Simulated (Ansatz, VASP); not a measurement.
**Two plane-wave programs on C**

POSCAR

```
C
1.0
    1.2331880000      0.7119810000      8.2826150000
   -1.2331880000      0.7119810000      8.2826150000
    0.0000000000     -1.4239630000      8.2826150000
C
4
Direct
    0.9128270000      0.9128270000      0.9128270000
    0.2461500000      0.2461500000      0.2461500000
    0.7538500000      0.7538500000      0.7538500000
    0.0871730000      0.0871730000      0.0871730000
```

File INCAR.step1:

```
SYSTEM = C
PREC = Accurate
ENCUT = 520
ISMEAR = -1
SIGMA = 0.1
LREAL = .False.
LASPH = .True.
NELM = 60
NBANDS = 16
GGA = PE
ALGO = Normal
EDIFF = 1E-4
LWAVE = .True.
LCHARG = .False.
```

File INCAR.step2:

```
SYSTEM = C
PREC = Accurate
ENCUT = 520
EDIFF = 1E-6
ISMEAR = -1
SIGMA = 0.1
LREAL = .False.
LASPH = .True.
NELM = 60
ALGO = Normal
ISIF = 2
LWAVE = .False.
LCHARG = .True.
METAGGA = R2SCAN
LMIXTAU = .True.
LELF = .True.
LVHAR = .True.
NBANDS = 16
ISTART = 1
```

Contents of KPOINTS:

```
Automatic mesh
0
Gamma
  10 10 10
  0 0 0
```

Input for Ansatz:

```yaml
crystal:
  lattice:
    - [1.233188, 0.711981, 8.282615]
    - [-1.233188, 0.711981, 8.282615]
    - [0.0, -1.423963, 8.282615]
  atoms:
    - { symbol: C, position: [0.9128270000000002, 0.912827, 0.9128270000000002] }
    - { symbol: C, position: [0.24615000000000004, 0.24615, 0.24615000000000004] }
    - { symbol: C, position: [0.75385, 0.75385, 0.75385] }
    - { symbol: C, position: [0.087173, 0.087173, 0.087173] }
kpoints:
  mp_grid:
    grid: [10, 10, 10]
hamiltonian:
  xc: r2scan
scf:
  occupations:
    method: fermi_dirac
    width: 0.1
output:
  stress: true
```

Alike in both runs: task single point; functional r2SCAN; k mesh 10 × 10 × 10; occupations fermi-dirac, width 0.1 eV; no spin polarisation.

|  | VASP | Ansatz |
| --- | --- | --- |
| version | VASP 6.6.1 | Ansatz 0.2.0 |
| potentials or method | VASP PAW PBE potentials, release 64 (C) | plane waves, PAW |
| plane-wave cutoff (eV) | 520 | 500 |
| valence electrons in the cell | 16 | 16 |

```csv
,VASP,Ansatz,Ansatz less VASP
pressure (GPa),-2.6,-3.1,-0.54
"traceless stress, the component that is largest in VASP (GPa)",1.87,2.50,+0.628
```

VASP's potentials were made for PBE, not for r2SCAN.
